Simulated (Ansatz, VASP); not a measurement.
# Two plane-wave programs on Au

The input INCAR:

```
ALGO = Normal ; EDIFF = 1E-7
ENCUT = 520 ; GGA = PE
ISIF = 2 ; ISMEAR = 0
LASPH = T ; LCHARG = F
LREAL = F ; LWAVE = F
NBANDS = 12 ; NELM = 100
PREC = Accurate ; SIGMA = 0.15
```

KPOINTS

```
k-points
0
Gamma
  20 20 20
```

POSCAR

```
Au
1.0
    0.0000000000      2.0761825000      2.0761825000
    2.0761825000      0.0000000000      2.0761825000
    2.0761825000      2.0761825000      0.0000000000
Au
1
Direct
    0.0000000000      0.0000000000      0.0000000000
```

Input for Ansatz:

```yaml
crystal:
  lattice:
    - [0.0, 2.0761825, 2.0761825]
    - [2.0761825, 0.0, 2.0761825]
    - [2.0761825, 2.0761825, 0.0]
  atoms:
    - { symbol: Au, position: [0.0, 0.0, 0.0] }
basis:
  ecutwfc: 420
kpoints:
  mp_grid: { grid: [20, 20, 20] }
hamiltonian:
  xc: pbe
scf:
  occupations: { method: gaussian, width: 0.15 }
output:
  forces: true
  stress: true
  eigenvalues: true
```

Change from the starting cell: strain +0.015 along x and y, +0.015 along z, atoms carried along.

Alike in both runs: task single point; functional PBE; k mesh 20 × 20 × 20; occupations gaussian, width 0.15 eV; no spin polarisation.

|  | VASP | Ansatz |
| --- | --- | --- |
| version | VASP 6.6.1 | Ansatz 0.2.0 |
| potentials or method | VASP PAW PBE potentials, release 64 (Au), cutoff 520 eV | scalar-relativistic, plane waves, PAW |
| valence electrons in the cell | 11 | 19 |

|  | VASP | Ansatz | Ansatz less VASP |
| --- | --- | --- | --- |
| gap on the k mesh at the Fermi level (eV) | none | none | - |
| pressure (GPa) | 0.4 | 0.6 | +0.24 |

A gap of «none» marks a metal or a gap that the smearing closes. VASP's potentials hold 11 valence electrons a cell and Ansatz's 19, so a difference there can come from the potentials and not from the codes.

Neither program's run includes spin-orbit coupling.
